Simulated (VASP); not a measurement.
# Se2O (R-3m) in VASP: a series of runs

The runs below take Se2O through single point, relaxation of cell and atoms, with PBE.

Program: VASP 6.6.1. These are calculated values, not measurements. Logs are shortened: lines on timing, memory, paths and dates and some standing lists are left out, and cuts for length are marked.

### Step 1. The cell of the first run

It takes space group R-3m (No. 166, trigonal). Conventional cell: a = 3.440 Å, b = 3.440 Å, c = 14.423 Å, α = 90.00°, β = 90.00°, γ = 120.00°. Se (site symmetry 3m) has 4 O at 2.52 to 3.26 Å and 3 Se at 2.62 Å within 3.3 Å. O (site symmetry -3m) has 8 Se at 2.52 to 3.26 Å within 3.3 Å.

### Step 2. Single point, PBE

File INCAR:

```
ALGO = Normal
EDIFF = 1E-6
ENCUT = 520
GGA = PE
ISIF = 2
ISMEAR = 0
LASPH = T
LCHARG = F
LREAL = F
LWAVE = F
NBANDS = 16
NELM = 80
PREC = Accurate
SIGMA = 0.1
```

File KPOINTS:

```
k-points
0
Gamma
  6 6 6
```

File POSCAR:

```
Se2O
1.0
    1.7198041079      0.9929293647      4.8075306320
   -1.7198041079      0.9929293647      4.8075306320
    0.0000000000     -1.9858587293      4.8075306320
Se O
2 1
Direct
    0.7740225750      0.7740225750      0.7740225750
    0.2259774250      0.2259774250      0.2259774250
    0.0000000000      0.0000000000      0.0000000000
```

Potentials or basis: VASP PAW PBE potentials, release 64 (Se, O).

Started as:

```console
> cat potpaw_PBE.64/Se/POTCAR potpaw_PBE.64/O/POTCAR > POTCAR
> mpirun -np 1 vasp_std > vasp.out
```

OUTCAR:

```text
EDIFF = 1E-6
   ENCUT = 520
   GGA = PE
   ISIF = 2
   ISMEAR = 0
   LASPH = T
   LREAL = F
   NELM = 80
   PREC = Accurate

 ion  position               nearest neighbor table
   1  0.774  0.774  0.774-   2 2.62   2 2.62   2 2.62
   2  0.226  0.226  0.226-   1 2.62   1 2.62   1 2.62
   3  0.000  0.000  0.000-

  LATTYP: Found a trigonal (rhomboedric) cell.
 ALAT       =     5.2015368566
 COS(alpha) =     0.7813625269

  Lattice vectors:

 A1 = (   1.7198041079,   0.9929293647,   4.8075306320)
 A2 = (  -1.7198041079,   0.9929293647,   4.8075306320)
 A3 = (   0.0000000000,  -1.9858587293,   4.8075306320)

Analysis of symmetry for initial positions (statically):
=====================================================================
 Subroutine PRICEL returns:
 Original cell was already a primitive cell.

 Routine SETGRP: Setting up the symmetry group for a
 trigonal (rhombohedral) supercell.

 Subroutine GETGRP returns: Found 12 space group operations
 (whereof 12 operations were pure point group operations)
 out of a pool of 12 trial point group operations.

The static configuration has the point symmetry D_3d.

Analysis of symmetry for dynamics (positions and initial velocities):
=====================================================================
 Subroutine PRICEL returns:
 Original cell was already a primitive cell.

 Routine SETGRP: Setting up the symmetry group for a
 trigonal (rhombohedral) supercell.

 Subroutine GETGRP returns: Found 12 space group operations
 (whereof 12 operations were pure point group operations)
 out of a pool of 12 trial point group operations.

The dynamic configuration has the point symmetry D_3d.

 Subroutine INISYM returns: Found 12 space group operations
 (whereof 12 operations are pure point group operations),
 and found     1 'primitive' translations

----------------------------------------------------------------------------------------

                                     Primitive cell

  volume of cell :      49.2573

  direct lattice vectors                    reciprocal lattice vectors
     1.719804108  0.992929365  4.807530632     0.290730786  0.167853498  0.069335665
    -1.719804108  0.992929365  4.807530632    -0.290730786  0.167853498  0.069335665
     0.000000000 -1.985858729  4.807530632     0.000000000 -0.335706995  0.069335665

  length of vectors
[... 83 lines left out ...]
   NELM   =     80;   NELMIN=  2; NELMDL= -5     # of ELM steps
   EDIFF  = 0.1E-05   stopping-criterion for ELM
   LREAL  =      F    real-space projection
   EDIFFG = 0.1E-04   stopping-criterion for IOM
   NSW    =      0    number of steps for IOM
   IBRION =     -1    ionic relax: 0-MD 1-quasi-New 2-CG
   NFREE  =      0    steps in history (QN), initial steepest desc. (CG)
   ISIF   =      2    stress and relaxation
   ISYM   =      2    0-nonsym 1-usesym 2-fastsym
   POTIM  = 0.5000    time-step for ionic-motion
   TEBEG  =    0.0;   TEEND  =   0.0 temperature during run
   PSTRESS=    0.0 pullay stress
   NELECT =      18.0000    total number of electrons
   NUPDOWN=      -1.0000    fix difference up-down
   EMIN   =  10.00;   EMAX   =-10.00  energy-range for DOS
   EFERMI =   0.00;   METHOD = LEGACY
   ISMEAR =     0;   SIGMA  =   0.10  broadening in eV -4-tet -1-fermi 0-gaus
   EFERMI_NEDOS =   21; number of points for ismear=-14 and -15
   IALGO  =     38    algorithm
   IMIX   =      4    mixing-type and parameters
     AMIX     =   0.40;   BMIX     =  1.00
     AMIX_MAG =   1.60;   BMIX_MAG =  1.00
  volume/ion in A,a.u.               =      16.42       110.80
  Fermi-wavevector in a.u.,A,eV,Ry     =   1.170421  2.211775 18.638422  1.369885
  Thomas-Fermi vector in A             =   2.306880
   LORBIT       =      0    0 simple, 1 ext, 2 COOP (PROOUT), +10 PAW based schemes
   GGA     = PE    functional components
   LHFCALC =     F    Hartree Fock is set to
   AEXX    =    0.0000 exact exchange contribution
   IVDW    =     0    specifies the selected vdW correction
   LEPSILON=     F    determine dielectric tensor
   LRPA    =     F    only Hartree local field effects (RPA)
 non-spin polarized calculation
 Gauss-broadening in eV      SIGMA  =   0.10
  energy-cutoff  :      520.00
  volume of cell :       49.26
 maximum number of plane-waves:      1343
 NGX is ok and might be reduce to    40
   NGX = 19   NGY = 19   NGZ = 19

 number of electron      17.9999999 magnetization

 Free energy of the ion-electron system (eV)
  ---------------------------------------------------
  ext. energy  EPLUGINS =         0.00000000
  ---------------------------------------------------
  free energy    TOTEN  =       -10.76992868 eV

  energy without entropy =      -10.76723162  energy(sigma->0) =      -10.76858015

 E-fermi :   5.1217     XC(G=0): -10.5670

 val. band max:        5.0609795468   @ k =  -0.1667   0.1667   0.0000
 cond. band min:       5.1729000141   @ k =   0.3333   0.3333   0.0000
 fundamental gap:      0.1119204673
 Fermi energy:         5.1217388990

 k-point     1 :       0.0000    0.0000    0.0000
  band No.  band energies     occupation
      1     -13.2282      2.00000
      2      -9.9830      2.00000
      3      -6.8086      2.00000
      4       1.5835      2.00000
      5       2.7865      2.00000
      6       2.8498      2.00000
[... 433 lines left out ...]
      3      -7.5595      2.00000
      4      -1.1069      2.00000
      5      -0.6962      2.00000
      6       0.9861      2.00000
[... 8 lines left out ...]
     15      14.9740      0.00000
     16      16.8174      0.00000

 [... further k-points ...]

------------------------ aborting loop because EDIFF is reached ----------------------------------------

  FORCE on cell =-STRESS in cart. coord.  units (eV):
  Direction    XX          YY          ZZ          XY          YZ          ZX
  --------------------------------------------------------------------------------------
  -------------------------------------------------------------------------------------
  Total        0.0024789      0.0024789     -0.0350402      0.0000000     -0.0000000      0.0000000
  in kB        0.0806294      0.0806294     -1.1397412      0.0000000     -0.0000000      0.0000000
  external PRESSURE =      -0.3261608 kB  Pullay stress =       0.0000000 kB

 VOLUME and BASIS-vectors are now :
 -----------------------------------------------------------------------------
  energy-cutoff  :      520.00
  volume of cell :       49.26
      direct lattice vectors                 reciprocal lattice vectors
     1.719804108  0.992929365  4.807530632     0.290730786  0.167853498  0.069335665
    -1.719804108  0.992929365  4.807530632    -0.290730786  0.167853498  0.069335665
     0.000000000 -1.985858729  4.807530632     0.000000000 -0.335706995  0.069335665

 POSITION                                       TOTAL-FORCE (eV/Angst)
 -----------------------------------------------------------------------------------
      0.00000      0.00000     11.16341         0.000000     -0.000000     -0.023817
      0.00000      0.00000      3.25918         0.000000      0.000000      0.023817
      0.00000      0.00000      0.00000         0.000000     -0.000000      0.000000
 -----------------------------------------------------------------------------------
    total drift:                               -0.000000     -0.000000     -0.000000

  FREE ENERGIE OF THE ION-ELECTRON SYSTEM (eV)
  ---------------------------------------------------
  free  energy   TOTEN  =       -10.7699286804 eV

  energy  without entropy=      -10.7672316157  energy(sigma->0) =      -10.76858015
```

OSZICAR:

```text
N       E                     dE             d eps       ncg     rms          rms(c)
DAV:   1     0.676648580600E+02    0.67665E+02   -0.79792E+03  1024   0.100E+03
DAV:   2    -0.100034554622E+02   -0.77668E+02   -0.73194E+02  1384   0.173E+02
DAV:   3    -0.131097001085E+02   -0.31062E+01   -0.30977E+01  1184   0.372E+01
DAV:   4    -0.131206483742E+02   -0.10948E-01   -0.10947E-01  1400   0.251E+00
DAV:   5    -0.131207001488E+02   -0.51775E-04   -0.51774E-04  1192   0.163E-01    0.113E+01
DAV:   6    -0.131110558687E+02    0.96443E-02   -0.15796E+01  1032   0.347E+01    0.151E+01
DAV:   7    -0.109145181283E+02    0.21965E+01   -0.15520E+01  1240   0.178E+01    0.448E+00
DAV:   8    -0.107719394696E+02    0.14258E+00   -0.70792E-01  1104   0.599E+00    0.199E+00
DAV:   9    -0.107889473688E+02   -0.17008E-01   -0.14659E-01  1248   0.245E+00    0.106E+00
DAV:  10    -0.107718182613E+02    0.17129E-01   -0.39615E-02  1248   0.119E+00    0.337E-01
DAV:  11    -0.107700163571E+02    0.18019E-02   -0.12151E-02  1096   0.672E-01    0.131E-01
DAV:  12    -0.107699348277E+02    0.81529E-04   -0.13732E-03  1200   0.254E-01    0.498E-02
DAV:  13    -0.107699317430E+02    0.30847E-05   -0.56454E-05  1280   0.497E-02    0.281E-02
DAV:  14    -0.107699324673E+02   -0.72432E-06   -0.11465E-05  1304   0.258E-02    0.122E-02
DAV:  15    -0.107699289146E+02    0.35526E-05   -0.64949E-06  1000   0.162E-02    0.288E-03
DAV:  16    -0.107699286804E+02    0.23424E-06   -0.73681E-07   592   0.562E-03
   1 F= -.10769929E+02 E0= -.10768580E+02  d E =-.269706E-02
```

stdout:

```text
POSCAR found type information on POSCAR SeO
 POSCAR found :  2 types and       3 ions
 scaLAPACK will be used
 LDA part: xc-table for (Slater+PW92), standard interpolation
 POSCAR, INCAR and KPOINTS ok, starting setup
 FFT: planning ... GRIDC
 FFT: planning ... GRID_SOFT
 FFT: planning ... GRID
 WAVECAR not read
 entering main loop
```

It took 36 s on 1 thread of AMD EPYC 9R45 (Zen 5), shared host; peak memory 0.21 GiB.

Results:

```
Free energy            : -10.7699 eV
Pressure               : 0.0 GPa
Largest force          : 0.024 eV/Å
Band gap on the k mesh : zero (band 9 reaches 5.40 eV, above the bottom of band 10 at 4.93 eV)
```

Forces on the atoms (eV/Å):
```
Se   0.000  0.000 -0.024
Se   0.000  0.000  0.024
O    0.000  0.000  0.000
```

Stress tensor (GPa, compression positive):
```
 0.01  0.00  0.00
 0.00  0.01  0.00
 0.00  0.00 -0.11
```

(Continued in part 2 of 2.)
